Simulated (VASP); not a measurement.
Set up this calculation in VASP 6.6.1, as the native input.

```yaml
Task: single point
Functional: PBE
Potentials_or_basis: VASP PAW PBE potentials, release 64 (Ca_sv, Sc_sv)
Cutoff: 520 eV
k_mesh: 16 × 16 × 16
Occupations: gaussian, width 0.1 eV
Spin: no spin polarisation
Dipole_correction: no
Further_INCAR_settings: ALGO = Normal; EDIFF = 1e-06; NBANDS = 18
```

The structure of CaSc lies in POSCAR:

```
CaSc
1.0
    0.0000000000      3.2298274976      3.2298274976
    3.2298274976      0.0000000000      3.2298274976
    3.2298274976      3.2298274976      0.0000000000
Ca Sc
1 1
Direct
    0.0000000000      0.0000000000      0.0000000000
    0.5000000000      0.5000000000      0.5000000000
```

These files were run (other wordings do the same):

INCAR

```
SYSTEM = CaSc
ALGO = Normal
EDIFF = 1E-6
ENCUT = 520
GGA = PE
ISIF = 2
ISMEAR = 0
LASPH = .TRUE.
LCHARG = .FALSE.
LREAL = .FALSE.
LWAVE = .FALSE.
NBANDS = 18
NELM = 100
PREC = Accurate
SIGMA = 0.1
```

KPOINTS

```
k-points
0
G
  16 16 16
  0 0 0
```

Potentials or basis: VASP PAW PBE potentials, release 64 (Ca_sv, Sc_sv).

The run is started by

```sh
$ cat potpaw_PBE.64/Ca_sv/POTCAR potpaw_PBE.64/Sc_sv/POTCAR > POTCAR
$ mpirun -np 1 vasp_std > vasp.out
```

Results of the run:

```
Pressure : 0.1 GPa
```

Wall time 74 s on 1 thread of Intel(R) Xeon(R) 6975P-C (Granite Rapids), with other jobs on the host, peak memory 0.34 GiB.
